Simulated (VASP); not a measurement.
# InAs (I-4m2) in VASP: a series of runs

InAs is run at these levels: PBEsol; tasks: single point.

Everything below comes from runs of VASP 6.6.1. Logs are shortened: lines on timing, memory, paths and dates and some standing lists are left out, and cuts for length are marked.

## Step 1: The cell of the first run

The structure is tetragonal, space group I-4m2 (No. 119). Conventional cell: a = 4.347 Å, b = 4.347 Å, c = 6.018 Å, α = 90.00°, β = 90.00°, γ = 90.00°. In (site symmetry -4m2) has 4 As at 2.64 Å within 3.5 Å. Within 3.5 Å of As (site symmetry -4m2) lie 4 In at 2.64 Å.

## Step 2: Single point, PBEsol (biaxial strain in the a-b plane: +1.0 %, then relaxed in part)

Input file INCAR:

```
ALGO = Normal
EDIFF = 1E-7
ENCUT = 520
GGA = PS
ISIF = 2
ISMEAR = 0
LASPH = True
LCHARG = True
LELF = True
LREAL = False
LVHAR = True
LWAVE = False
NBANDS = 26
NELM = 80
PREC = Accurate
SIGMA = 0.1
```

Input file KPOINTS:

```
k-points
0
Gamma
  12 12 10
```

Input file POSCAR:

```
InAs
1.0
    3.0740117880      3.0740117880      0.0000000000
   -3.0740117880      3.0740117880      0.0000000000
    0.0000000000      0.0000000000      6.0176355285
In As
2 2
Direct
    0.5000000000      0.0000000000      0.2500000000
    0.0000000000      0.5000000000      0.7500000000
    0.0000000000      0.0000000000      0.0000000000
    0.5000000000      0.5000000000      0.5000000000
```

Potentials or basis: VASP PAW PBE potentials, release 64 (In_d, As).

On the command line:

```console
$ cat potpaw_PBE.64/In_d/POTCAR potpaw_PBE.64/As/POTCAR > POTCAR
$ mpirun -np 1 vasp_std > vasp.out
```

OUTCAR:

```text
EDIFF = 1E-7
   ENCUT = 520
   GGA = PS
   ISIF = 2
   ISMEAR = 0
   LASPH = True
   LREAL = False
   NELM = 80
   PREC = Accurate

 ion  position               nearest neighbor table
   1  0.500  0.000  0.250-   3 2.64   4 2.64   4 2.64   3 2.64
   2  0.000  0.500  0.750-   3 2.64   4 2.64   3 2.64   4 2.64
   3  0.000  0.000  0.000-   1 2.64   2 2.64   2 2.64   1 2.64
   4  0.500  0.500  0.500-   1 2.64   2 2.64   1 2.64   2 2.64

  LATTYP: Found a simple tetragonal cell.
 ALAT       =     4.3473091615
 C/A-ratio  =     1.3842207455

  Lattice vectors:

 A1 = (   3.0740117880,   3.0740117880,   0.0000000000)
 A2 = (  -3.0740117880,   3.0740117880,   0.0000000000)
 A3 = (   0.0000000000,   0.0000000000,   6.0176355285)

Analysis of symmetry for initial positions (statically):
=====================================================================
 Subroutine PRICEL returns following result:

  LATTYP: Found a body centered tetragonal cell.
 ALAT       =     4.3473091615
 C/A-ratio  =     1.3842207455

  Lattice vectors:

 A1 = (   0.0000000000,  -3.0740117880,  -3.0088177642)
 A2 = (   0.0000000000,   3.0740117880,  -3.0088177642)
 A3 = (   3.0740117880,   0.0000000000,   3.0088177642)

   2 primitive cells build up your supercell.

 Routine SETGRP: Setting up the symmetry group for a
 simple tetragonal supercell.

 Subroutine GETGRP returns: Found  8 space group operations
 (whereof  8 operations were pure point group operations)
 out of a pool of 16 trial point group operations.

The static configuration has the point symmetry D_2d.

Analysis of symmetry for dynamics (positions and initial velocities):
=====================================================================
 Subroutine PRICEL returns following result:

  LATTYP: Found a body centered tetragonal cell.
 ALAT       =     4.3473091615
 C/A-ratio  =     1.3842207455

  Lattice vectors:

 A1 = (   0.0000000000,  -3.0740117880,  -3.0088177642)
 A2 = (   0.0000000000,   3.0740117880,  -3.0088177642)
 A3 = (   3.0740117880,   0.0000000000,   3.0088177642)

   2 primitive cells build up your supercell.

 Routine SETGRP: Setting up the symmetry group for a
 simple tetragonal supercell.

 Subroutine GETGRP returns: Found  8 space group operations
 (whereof  8 operations were pure point group operations)
 out of a pool of 16 trial point group operations.

The dynamic configuration has the point symmetry D_2d.

 Subroutine INISYM returns: Found  8 space group operations
 (whereof  8 operations are pure point group operations),
 and found     2 'primitive' translations

----------------------------------------------------------------------------------------

                                     Primitive cell

  volume of cell :      56.8639

  direct lattice vectors                    reciprocal lattice vectors
     0.000000000 -3.074011788 -3.008817764     0.162653898 -0.162653898 -0.166178227
     0.000000000  3.074011788 -3.008817764     0.162653898  0.162653898 -0.166178227
     3.074011788  0.000000000  3.008817764     0.325307796  0.000000000  0.000000000

  length of vectors
     4.301457057  4.301457057  4.301457057     0.283774178  0.283774178  0.325307796

  position of ions in fractional coordinates (direct lattice)
     0.750000000  0.250000000  0.500000000
     0.000000000  0.000000000  0.000000000

  ion indices of the primitive-cell ions
   primitive index   ion index
                 1           1
                 2           3

----------------------------------------------------------------------------------------

 KPOINTS: k-points

Automatic generation of k-mesh.
 Grid dimensions read from file:
 generate k-points for:   12   12   10

 Generating k-lattice:

  Cartesian coordinates                     Fractional coordinates (reciprocal lattice)
     0.013554492  0.013554492  0.000000000     0.083333333  0.000000000  0.000000000
    -0.013554492  0.013554492  0.000000000     0.000000000  0.083333333  0.000000000
     0.000000000  0.000000000  0.016617823     0.000000000  0.000000000  0.100000000

  Length of vectors
     0.019168946  0.019168946  0.016617823

  Shift w.r.t. Gamma in fractional coordinates (k-lattice)
     0.000000000  0.000000000  0.000000000

 Subroutine IBZKPT returns following result:
 ===========================================

 Found    168 irreducible k-points:

 Following reciprocal coordinates:
            Coordinates               Weight
  0.000000  0.000000  0.000000      1.000000
  0.083333  0.000000  0.000000      4.000000
  0.166667  0.000000  0.000000      4.000000
  0.250000  0.000000  0.000000      4.000000
  0.333333  0.000000  0.000000      4.000000
  0.416667  0.000000  0.000000      4.000000
[... 16 lines left out ...]
  0.333333  0.333333  0.000000      4.000000
  0.416667  0.333333  0.000000      8.000000
 [... further k-points ...]
   k-points           NKPTS =    168   k-points in BZ     NKDIM =    168   number of bands    NBANDS=     26
   number of dos      NEDOS =    301   number of ions     NIONS =      4
   total plane-waves  NPLWV =  49152
   dimension x,y,z NGX =    32 NGY =   32 NGZ =   48
   dimension x,y,z NGXF=    64 NGYF=   64 NGZF=   96
   ions per type =               2   2
   NGX,Y,Z   is equivalent  to a cutoff of  12.24, 12.24, 13.26 a.u.
   NGXF,Y,Z  is equivalent  to a cutoff of  24.47, 24.47, 26.52 a.u.
 SYSTEM =  unknown system
   PREC   = accura    normal or accurate (medium, high low for compatibility)
   ISTART =      0    job   : 0-new  1-cont  2-samecut
   ICHARG =      2    charge: 1-file 2-atom 10-const
   ISPIN  =      1    spin polarized calculation?
   LNONCOLLINEAR =      F non collinear calculations
   LSORBIT =      F    spin-orbit coupling
   LASPH  =      T    aspherical Exc in radial PAW
   ENCUT  =  520.0 eV  38.22 Ry    6.18 a.u.   8.08  8.08 11.19*2*pi/ulx,y,z
   NELM   =     80;   NELMIN=  2; NELMDL= -5     # of ELM steps
   EDIFF  = 0.1E-06   stopping-criterion for ELM
   LREAL  =      F    real-space projection
   EDIFFG = 0.1E-05   stopping-criterion for IOM
   NSW    =      0    number of steps for IOM
   IBRION =     -1    ionic relax: 0-MD 1-quasi-New 2-CG
   NFREE  =      0    steps in history (QN), initial steepest desc. (CG)
   ISIF   =      2    stress and relaxation
   ISYM   =      2    0-nonsym 1-usesym 2-fastsym
   POTIM  = 0.5000    time-step for ionic-motion
   TEBEG  =    0.0;   TEEND  =   0.0 temperature during run
   PSTRESS=    0.0 pullay stress
   NELECT =      36.0000    total number of electrons
   NUPDOWN=      -1.0000    fix difference up-down
   EMIN   =  10.00;   EMAX   =-10.00  energy-range for DOS
   EFERMI =   0.00;   METHOD = LEGACY
   ISMEAR =     0;   SIGMA  =   0.10  broadening in eV -4-tet -1-fermi 0-gaus
   EFERMI_NEDOS =   21; number of points for ismear=-14 and -15
   IALGO  =     38    algorithm
   IMIX   =      4    mixing-type and parameters
     AMIX     =   0.40;   BMIX     =  1.00
     AMIX_MAG =   1.60;   BMIX_MAG =  1.00
  volume/ion in A,a.u.               =      28.43       191.87
  Fermi-wavevector in a.u.,A,eV,Ry     =   1.115715  2.108396 16.936810  1.244820
  Thomas-Fermi vector in A             =   2.252322
   LORBIT       =      0    0 simple, 1 ext, 2 COOP (PROOUT), +10 PAW based schemes
   GGA     = PS    functional components
   LHFCALC =     F    Hartree Fock is set to
   AEXX    =    0.0000 exact exchange contribution
   IVDW    =     0    specifies the selected vdW correction
   LEPSILON=     F    determine dielectric tensor
   LRPA    =     F    only Hartree local field effects (RPA)
 non-spin polarized calculation
 Gauss-broadening in eV      SIGMA  =   0.10
  energy-cutoff  :      520.00
  volume of cell :      113.73
 maximum number of plane-waves:      3096
   NGX = 17   NGY = 17   NGZ = 23

 number of electron      36.0000001 magnetization

 Free energy of the ion-electron system (eV)
  ---------------------------------------------------
  ext. energy  EPLUGINS =         0.00000000
  ---------------------------------------------------
  free energy    TOTEN  =       -16.97757387 eV

  energy without entropy =      -16.97740147  energy(sigma->0) =      -16.97748767

 E-fermi :   4.1689     XC(G=0):  -9.1620

 val. band max:        4.1564392063   @ k =   0.0000   0.0000   0.0000
 cond. band min:       4.6702745580   @ k =   0.0833   0.0000   0.0000
 fundamental gap:      0.5138353517
 Fermi energy:         4.1689145658

 k-point     1 :       0.0000    0.0000    0.0000
  band No.  band energies     occupation
      1     -10.3554      2.00000
      2     -10.1870      2.00000
      3     -10.1870      2.00000
      4     -10.1798      2.00000
      5     -10.1108      2.00000
      6     -10.1108      2.00000
[... 18 lines left out ...]
     25      11.3188      0.00000
     26      13.1065      0.00000

 k-point     2 :       0.0833    0.0000    0.0000
  band No.  band energies     occupation
      1     -10.3528      2.00000
      2     -10.1929      2.00000
      3     -10.1857      2.00000
      4     -10.1776      2.00000
      5     -10.1149      2.00000
      6     -10.1120      2.00000
[... 18 lines left out ...]
     25      11.6169      0.00000
     26      12.5067      0.00000

 k-point     3 :       0.1667    0.0000    0.0000
  band No.  band energies     occupation
      1     -10.3455      2.00000
      2     -10.2089      2.00000
      3     -10.1817      2.00000
      4     -10.1717      2.00000
      5     -10.1223      2.00000
      6     -10.1157      2.00000
[... 18 lines left out ...]
     25      11.7849      0.00000
     26      12.0996      0.00000

 k-point     4 :       0.2500    0.0000    0.0000
  band No.  band energies     occupation
      1     -10.3354      2.00000
      2     -10.2311      2.00000
      3     -10.1755      2.00000
      4     -10.1643      2.00000
      5     -10.1308      2.00000
      6     -10.1215      2.00000
[... 18 lines left out ...]
     25      11.1859      0.00000
     26      11.3419      0.00000
[... 496 lines left out ...]
      1     -10.3257      2.00000
      2     -10.3257      2.00000
      3     -10.1336      2.00000
      4     -10.1336      2.00000
      5     -10.1233      2.00000
      6     -10.1233      2.00000
[... 18 lines left out ...]
     25      12.0387      0.00000
     26      12.0387      0.00000

 k-point    23 :       0.3333    0.3333    0.0000
  band No.  band energies     occupation
      1     -10.3379      2.00000
      2     -10.3177      2.00000
      3     -10.1319      2.00000
      4     -10.1297      2.00000
      5     -10.1274      2.00000
      6     -10.1144      2.00000
[... 18 lines left out ...]
     25      11.2228      0.00000
     26      11.2630      0.00000

 k-point    24 :       0.4167    0.3333    0.0000
  band No.  band energies     occupation
      1     -10.3413      2.00000
      2     -10.3319      2.00000
      3     -10.1256      2.00000
      4     -10.1232      2.00000
      5     -10.1204      2.00000
      6     -10.1141      2.00000
[... 18 lines left out ...]
     25      11.8032      0.00000
     26      12.1273      0.00000

 [... further k-points ...]
[... 5 lines left out ...]
  --------------------------------------------------------------------------------------
  -------------------------------------------------------------------------------------
  Total       -0.4436093     -0.4436093      0.0577435      0.0000000     -0.0000000      0.0000000
  in kB       -6.2494863     -6.2494863      0.8134800      0.0000000     -0.0000000      0.0000000
  external PRESSURE =      -3.8951642 kB  Pullay stress =       0.0000000 kB

 VOLUME and BASIS-vectors are now :
 -----------------------------------------------------------------------------
  energy-cutoff  :      520.00
  volume of cell :      113.73
      direct lattice vectors                 reciprocal lattice vectors
     3.074011788  3.074011788  0.000000000     0.162653898  0.162653898  0.000000000
    -3.074011788  3.074011788  0.000000000    -0.162653898  0.162653898  0.000000000
     0.000000000  0.000000000  6.017635528     0.000000000  0.000000000  0.166178227

 POSITION                                       TOTAL-FORCE (eV/Angst)
 -----------------------------------------------------------------------------------
      1.53701      1.53701      1.50441         0.000000      0.000000      0.000000
     -1.53701      1.53701      4.51323        -0.000000     -0.000000      0.000000
      0.00000      0.00000      0.00000        -0.000000     -0.000000      0.000000
      0.00000      3.07401      3.00882         0.000000      0.000000     -0.000000
 -----------------------------------------------------------------------------------
    total drift:                               -0.000000      0.000000     -0.000000

  FREE ENERGIE OF THE ION-ELECTRON SYSTEM (eV)
  ---------------------------------------------------
  free  energy   TOTEN  =       -16.9775738674 eV

  energy  without entropy=      -16.9774014740  energy(sigma->0) =      -16.97748767
```

Wall time 7.7 min (1 thread of Intel Xeon 8259CL, shared host); peak memory 0.53 GiB.

What came out:

```
Free energy : -16.9776 eV
Pressure    : -0.4 GPa
```

Caveat: the cell differs from its parent crystal (biaxial strain in the a-b plane: +1.0 %, then relaxed in part); the PAW data sets were made with another functional, which shifts forces and pressure a little; spin-orbit coupling is left out, which moves the levels of the heavy elements.

## Step 3: Single point, PBEsol (biaxial strain in the a-b plane: +1.0 %)

Input file INCAR:

```
PREC     = Accurate       # precision mode
ENCUT    = 520            # plane-wave cutoff, eV
EDIFF    = 1E-6           # SCF threshold, eV
ISMEAR   = 0              # smearing method
SIGMA    = 0.1            # smearing width, eV
LREAL    = F              # projectors in reciprocal space
LASPH    = T              # aspherical terms in the spheres
NELM     = 60             # most SCF steps
ALGO     = Normal         # electronic algorithm
ISIF     = 2              # what is computed and relaxed
LWAVE    = F              # write WAVECAR
LCHARG   = T              # write CHGCAR
GGA      = PS             # functional
LELF     = T              # ELF
LVHAR    = T            
NBANDS   = 26             # bands
```

Input file KPOINTS:

```
Automatic mesh
0
Gamma
  12 12 10
```

Changes to POSCAR since step 2:

```diff
@@ -4,3 +4,3 @@
    -3.0740117880      3.0740117880      0.0000000000
-    0.0000000000      0.0000000000      6.0176355285
+    0.0000000000      0.0000000000      6.0506291430
 In As
```

Potentials or basis: VASP PAW PBE potentials, release 64 (In_d, As).

On the command line:

```console
$ cat potpaw_PBE.64/In_d/POTCAR potpaw_PBE.64/As/POTCAR > POTCAR
$ mpirun -np 1 vasp_std > vasp.out
```

OUTCAR:

```text
PREC = Accurate
   ENCUT = 520
   EDIFF = 1E-6
   ISMEAR = 0
   LREAL = F
   LASPH = T
   NELM = 60
   ISIF = 2
   GGA = PS

 ion  position               nearest neighbor table
   1  0.500  0.000  0.250-   3 2.65   4 2.65   4 2.65   3 2.65
   2  0.000  0.500  0.750-   3 2.65   4 2.65   3 2.65   4 2.65
   3  0.000  0.000  0.000-   1 2.65   2 2.65   2 2.65   1 2.65
   4  0.500  0.500  0.500-   1 2.65   2 2.65   1 2.65   2 2.65

  LATTYP: Found a simple tetragonal cell.
 ALAT       =     4.3473091615
 C/A-ratio  =     1.3918101792

  Lattice vectors:

 A1 = (   3.0740117880,   3.0740117880,   0.0000000000)
 A2 = (  -3.0740117880,   3.0740117880,   0.0000000000)
 A3 = (   0.0000000000,   0.0000000000,   6.0506291430)

Analysis of symmetry for initial positions (statically):
=====================================================================
 Subroutine PRICEL returns following result:

  LATTYP: Found a body centered tetragonal cell.
 ALAT       =     4.3473091615
 C/A-ratio  =     1.3918101792

[... 180 lines left out ...]
 Free energy of the ion-electron system (eV)
  ---------------------------------------------------
  ext. energy  EPLUGINS =         0.00000000
  ---------------------------------------------------
  free energy    TOTEN  =       -16.97724455 eV

  energy without entropy =      -16.97706321  energy(sigma->0) =      -16.97715388

 E-fermi :   4.1118     XC(G=0):  -9.1382

 val. band max:        4.0866576958   @ k =   0.0000   0.0000   0.0000
 cond. band min:       4.6066859668   @ k =   0.0000   0.0000   0.1000
 fundamental gap:      0.5200282709
 Fermi energy:         4.1117508518

 k-point     1 :       0.0000    0.0000    0.0000
  band No.  band energies     occupation
      1     -10.3947      2.00000
      2     -10.2293      2.00000
      3     -10.2293      2.00000
      4     -10.2240      2.00000
      5     -10.1550      2.00000
      6     -10.1550      2.00000
[... 685 lines left out ...]
     25      11.7592      0.00000
     26      12.0001      0.00000

 [... further k-points ...]
[... 5 lines left out ...]
  --------------------------------------------------------------------------------------
  -------------------------------------------------------------------------------------
  Total       -0.6153023     -0.6153023     -0.2353585      0.0000000     -0.0000000      0.0000000
  in kB       -8.6209979     -8.6209979     -3.2976065      0.0000000     -0.0000000      0.0000000
  external PRESSURE =      -6.8465341 kB  Pullay stress =       0.0000000 kB

 VOLUME and BASIS-vectors are now :
 -----------------------------------------------------------------------------
  energy-cutoff  :      520.00
  volume of cell :      114.35
      direct lattice vectors                 reciprocal lattice vectors
     3.074011788  3.074011788  0.000000000     0.162653898  0.162653898  0.000000000
    -3.074011788  3.074011788  0.000000000    -0.162653898  0.162653898  0.000000000
     0.000000000  0.000000000  6.050629143     0.000000000  0.000000000  0.165272069

 POSITION                                       TOTAL-FORCE (eV/Angst)
 -----------------------------------------------------------------------------------
      1.53701      1.53701      1.51266         0.000000      0.000000      0.000000
     -1.53701      1.53701      4.53797        -0.000000     -0.000000      0.000000
      0.00000      0.00000      0.00000        -0.000000      0.000000      0.000000
      0.00000      3.07401      3.02531         0.000000     -0.000000     -0.000000
 -----------------------------------------------------------------------------------
    total drift:                               -0.000000      0.000000     -0.000000

  FREE ENERGIE OF THE ION-ELECTRON SYSTEM (eV)
  ---------------------------------------------------
  free  energy   TOTEN  =       -16.9772445518 eV

  energy  without entropy=      -16.9770632064  energy(sigma->0) =      -16.97715388
```

OSZICAR:

```text
N       E                     dE             d eps       ncg     rms          rms(c)
DAV:   1     0.288014188775E+03    0.28801E+03   -0.16662E+04  8736   0.153E+03
DAV:   2     0.109888323188E+02   -0.27703E+03   -0.26879E+03  8844   0.368E+02
DAV:   3    -0.164521543286E+02   -0.27441E+02   -0.27064E+02 11242   0.129E+02
DAV:   4    -0.175042959133E+02   -0.10521E+01   -0.10495E+01 10122   0.264E+01
DAV:   5    -0.175490512293E+02   -0.44755E-01   -0.44749E-01 13676   0.518E+00    0.606E+00
DAV:   6    -0.170318781723E+02    0.51717E+00   -0.82838E-01 12126   0.134E+01    0.326E+00
DAV:   7    -0.169813301930E+02    0.50548E-01   -0.37667E-01 13554   0.418E+00    0.868E-01
DAV:   8    -0.169770506240E+02    0.42796E-02   -0.41442E-02 13088   0.238E+00    0.358E-01
DAV:   9    -0.169769498939E+02    0.10073E-03   -0.33807E-03 13224   0.724E-01    0.160E-01
DAV:  10    -0.169771886850E+02   -0.23879E-03   -0.51567E-04 12532   0.186E-01    0.101E-01
DAV:  11    -0.169772463092E+02   -0.57624E-04   -0.27443E-04  9580   0.195E-01    0.834E-02
DAV:  12    -0.169772453121E+02    0.99709E-06   -0.24622E-05  9234   0.472E-02    0.224E-02
DAV:  13    -0.169772443083E+02    0.10038E-05   -0.57532E-06 10270   0.156E-02    0.729E-03
DAV:  14    -0.169772445518E+02   -0.24346E-06   -0.88085E-07  6312   0.521E-03
   1 F= -.16977245E+02 E0= -.16977154E+02  d E =-.181345E-03
```

It took 7 min on 1 thread of Intel Xeon 8259CL, shared host; peak memory 0.53 GiB.

What came out:

```yaml
Free_energy: -16.9772 eV
Pressure: -0.7 GPa
```

Caveat: the cell differs from its parent crystal (biaxial strain in the a-b plane: +1.0 %); the PAW data sets were made with another functional, which shifts forces and pressure a little; spin-orbit coupling is left out, which moves the levels of the heavy elements.

[end of part 1 of 2]
